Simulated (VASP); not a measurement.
Cu: single point with PBE

The system is Cu.

```xyz
2
Lattice="2.5812 0.0000 0.0000 -1.2906 2.2354 0.0000 0.0000 0.0000 4.2350" Properties=species:S:1:pos:R:3 pbc="T T T"
Cu    0.0000    1.4903    1.0587
Cu    1.2906    0.7451    3.1762
```

This cell differs from its parent crystal: volume scaled by 1.02, then relaxed in part.

```json
{
  "Program": "VASP 6.6.1",
  "Task": "single point",
  "Functional": "PBE",
  "Potentials or basis": "VASP PAW PBE potentials, release 64 (Cu)",
  "Cutoff": "520 eV",
  "k mesh": "18 × 18 × 10",
  "Occupations": "fermi-dirac, width 0.15 eV",
  "Spin": "no spin polarisation",
  "Dipole correction": "no",
  "Further INCAR settings": "ALGO = Fast; EDIFF = 1e-06; NBANDS = 18"
}
```

```
Pressure               : -1.7 GPa
Band gap on the k mesh : zero (band 11 reaches 11.16 eV, above the bottom of band 12 at 5.26 eV)
```

Levels at points of the mesh, in eV from the Fermi level:
```
           k point  band 7  band 8  band 9  band 10  band 11  band 12  band 13  band 14  band 15  band 16
(0.00, 0.00, 0.00)   -2.67   -2.39   -2.39    -1.69    -1.69    -0.93     3.53    21.15    21.34    21.34
(0.50, 0.00, 0.00)   -2.64   -1.60   -1.57    -1.51     0.03     1.51     7.60     7.89    10.44    10.61
(0.00, 0.00, 0.50)   -2.90   -2.90   -1.90    -1.90    -1.90    -1.90    12.06    12.06    21.83    21.83
(0.50, 0.00, 0.50)   -1.84   -1.84   -1.54    -1.54     0.55     0.55     4.67     4.67    15.81    15.81
```

Wall time 73 s on 1 thread of Intel Xeon 6975P-C, with other jobs on the host, peak memory 0.2 GiB.
